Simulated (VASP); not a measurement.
Here is a VASP 6.6.1 calculation.

Contents of INCAR:

```
SYSTEM = Ba4O
ALGO = Normal ; EDIFF = 1E-6
ENCUT = 520 ; GGA = PE
ISIF = 2 ; ISMEAR = 0
LASPH = .TRUE. ; LCHARG = .FALSE.
LREAL = .FALSE. ; LWAVE = .FALSE.
NBANDS = 31 ; NELM = 100
PREC = Accurate ; SIGMA = 0.1
```

File KPOINTS:

```
k-points
0
G
  4 4 4
  0 0 0
```

POSCAR

```
Ba4O
1.0
   -3.5275656500      3.5275656500      3.5275656500
    3.5275656500     -3.5275656500      3.5275656500
    3.5275656500      3.5275656500     -3.5275656500
Ba O
4 1
Direct
    0.5000000000      0.5000000000      0.5000000000
    0.0000000000      0.0000000000      0.5000000000
    0.0000000000      0.5000000000      0.0000000000
    0.5000000000      0.0000000000      0.0000000000
    0.0000000000      0.0000000000      0.0000000000
```

Potentials or basis: VASP PAW PBE potentials, release 64 (Ba_sv, O).

The run is started by

```sh
$ cat potpaw_PBE.64/Ba_sv/POTCAR potpaw_PBE.64/O/POTCAR > POTCAR
$ mpirun -np 1 vasp_std > vasp.out
```

Question: Predict the band gap on the k mesh.

Answer: Zero (bands 23 and 24 overlap by 0.64 eV).

Question: Predict the pressure.

Answer: 1.2 GPa.

Caveat: spin-orbit coupling is left out, which moves the levels of the heavy elements.
